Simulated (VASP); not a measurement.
Write the native input for VASP 6.6.1 that does the following.

- Task: single point
- Functional: PBE
- Potentials or basis: VASP PAW PBE potentials, release 64 (B, Si, O)
- Cutoff: 520 eV
- k mesh: 3 × 3 × 4
- Occupations: methfessel-paxton, width 0.15 eV
- Spin: no spin polarisation
- Dipole correction: no
- Further INCAR settings: ALGO = Normal; EDIFF = 1e-06; NBANDS = 40

The structure of SiB2O3 lies in POSCAR:

```
SiB2O3
1.0
    5.3138840000     -0.7763340000     -0.2284490000
   -0.4246540000      5.0070280000     -0.4127190000
   -0.5515530000     -0.9468840000      4.1191830000
B Si O
4 2 6
Direct
    0.1876268394      0.3295539447      0.5633200415
    0.5903194286      0.4056362315      1.0830671186
    0.1351485514      0.6059793972      0.1662435882
    0.8423485950      0.5431700327      0.9175281329
    0.8660939305      0.8905903377      0.2524053546
    0.4559408596      0.9090873336      0.6433421017
    0.6655474516      1.0529269373      1.0031371761
    0.1435992438      0.1469203064      0.2290250046
    0.3946113326      0.1793938855      0.9184366971
    0.8941393007      0.2611766778      0.5018589381
    0.5391918456      0.6728075370      0.3337929613
    0.3596961550      0.5901918772      0.6692508267
```

These files were run (other wordings do the same):

INCAR

```
PREC = Accurate ; ENCUT = 520
EDIFF = 1E-6 ; ISMEAR = 1
SIGMA = 0.15 ; LREAL = F
LASPH = T ; NELM = 100
ALGO = Normal ; ISIF = 2
LWAVE = F ; LCHARG = F
GGA = PE ; NBANDS = 40
```

KPOINTS

```
regular mesh
0
Gamma
  3 3 4
```

Potentials or basis: VASP PAW PBE potentials, release 64 (B, Si, O).

Command:

```bash
$ cat potpaw_PBE.64/B/POTCAR potpaw_PBE.64/Si/POTCAR potpaw_PBE.64/O/POTCAR > POTCAR
$ mpirun -np 1 vasp_std > vasp.out
```

It gave:

```json
{"Pressure": "32.2 GPa", "Largest force": "12.690 eV/Å", "Band gap on the k mesh": "zero (band 28 reaches 6.40 eV, above the bottom of band 29 at 6.28 eV)"}
```

Caveat: the k points lie up to 0.45 Å⁻¹ apart.

Run time: 2.3 min on 1 thread of Intel(R) Xeon(R) Platinum 8375C CPU @ 2.90GHz (Ice Lake), on a shared host, peak memory 0.24 GiB.
